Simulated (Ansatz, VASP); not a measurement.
Si2Mo: VASP beside Ansatz

POSCAR

```
Si2Mo
1.0
    4.5854715599      0.0000000000      0.0000000000
   -2.2927357800      3.9711348592      0.0000000000
    0.0000000000      0.0000000000      6.5797601000
Mo Si
3 6
Direct
    0.5000000000      0.5000000000      0.8333333333
    0.0000000000      0.5000000000      0.1666666667
    0.5000000000      0.0000000000      0.5000000000
    0.1638729800      0.3277459600      0.5000000000
    0.6722540400      0.8361270200      0.1666666667
    0.8361270200      0.1638729800      0.8333333333
    0.8361270200      0.6722540400      0.5000000000
    0.3277459600      0.1638729800      0.1666666667
    0.1638729800      0.8361270200      0.8333333333
```

File INCAR.step1:

```
PREC = Accurate
ENCUT = 520
ISMEAR = -1
SIGMA = 0.05
LREAL = F
LASPH = T
NELM = 100
NBANDS = 43
GGA = PE
ALGO = Normal
EDIFF = 1E-4
LWAVE = T
LCHARG = F
```

File INCAR.step2:

```
PREC = Accurate
ENCUT = 520
EDIFF = 1E-6
ISMEAR = -1
SIGMA = 0.05
LREAL = F
LASPH = T
NELM = 100
ALGO = Normal
ISIF = 2
LWAVE = F
LCHARG = F
METAGGA = R2SCAN
LMIXTAU = T
NBANDS = 43
ISTART = 1
```

File KPOINTS:

```
Automatic mesh
0
Gamma
  7 7 4
```

Contents of input.yaml:

```yaml
crystal:
  lattice:
    - [4.5854715599, 0.0, 0.0]
    - [-2.29273578, 3.9711348592, 0.0]
    - [0.0, 0.0, 6.5797601]
  atoms:
    - { symbol: Mo, position: [0.5, 0.5, 0.8333333333] }
    - { symbol: Mo, position: [0.0, 0.5, 0.1666666667] }
    - { symbol: Mo, position: [0.5, 0.0, 0.5] }
    - { symbol: Si, position: [0.16387298, 0.32774596, 0.5] }
    - { symbol: Si, position: [0.67225404, 0.83612702, 0.1666666667] }
    - { symbol: Si, position: [0.83612702, 0.16387298, 0.8333333333] }
    - { symbol: Si, position: [0.83612702, 0.67225404, 0.5] }
    - { symbol: Si, position: [0.32774596, 0.16387298, 0.1666666667] }
    - { symbol: Si, position: [0.16387298, 0.83612702, 0.8333333333] }
hamiltonian:
  xc: r2scan
  pseudopotentials: { kind: paw }
kpoints:
  mp_grid: { grid: [7, 7, 4] }
  band_path:
    path:
      - [[0.0, 0.0, 0.0], [0.5, 0.0, 0.0], [0.3333333333, 0.3333333333, 0.0], [0.0, 0.0, 0.0], [0.0, 0.0, 0.5], [0.5, 0.0, 0.5], [0.3333333333, 0.3333333333, 0.5], [0.0, 0.0, 0.5]]
      - [[0.5, 0.0, 0.5], [0.5, 0.0, 0.0]]
      - [[0.3333333333, 0.3333333333, 0.0], [0.3333333333, 0.3333333333, 0.5]]
    npoints: 10
scf:
  occupations: { method: fermi_dirac, width: 0.05 }
  n_extra_bands: 22
output:
  forces: true
  stress: true
  eigenvalues: true
  fatbands: false
  write_density: true
  write_potential: true
  elf: true
  volumetric_format: npy
```

Alike in both runs: functional r2SCAN; k mesh 7 × 7 × 4; occupations fermi-dirac, width 0.05 eV; no spin polarisation.

|  | VASP | Ansatz |
| --- | --- | --- |
| version | VASP 6.6.1 | Ansatz 0.2.0 |
| potentials or method | VASP PAW PBE potentials, release 64 (Mo_sv, Si) | Ansatz PAW |
| plane-wave cutoff (eV) | 520 | 500 |
| valence electrons in the cell | 66 | 66 |
| task | single point | band structure |

Ansatz gave:

| Item | Value |
| --- | --- |
| gap on the k mesh at the Fermi level (eV) | 0.37 |
| least direct gap on the mesh (eV) | 0.78 |
| pressure (GPa) | -0.2 |
| traceless stress, the component that is largest in VASP (GPa) | -0.07 |
| rms of the force components (eV/Å) | 0.001 |

Task: Estimate VASP's values.

Result: gap on the k mesh at the Fermi level (eV): 0.37; least direct gap on the mesh (eV): 0.78; pressure (GPa): 0.2; traceless stress, the component that is largest in VASP (GPa): -0.09; rms of the force components (eV/Å): 0.004.

VASP's potentials were made for PBE, not for r2SCAN. Atom by atom the forces differ by 0.003 eV/Å (rms over components). The functional is the same, so the differences come from potentials, cutoffs and numerics.

Noted on Ansatz's run: the k mesh misses the band edges, so the gap on the mesh is wider than the one along the path.
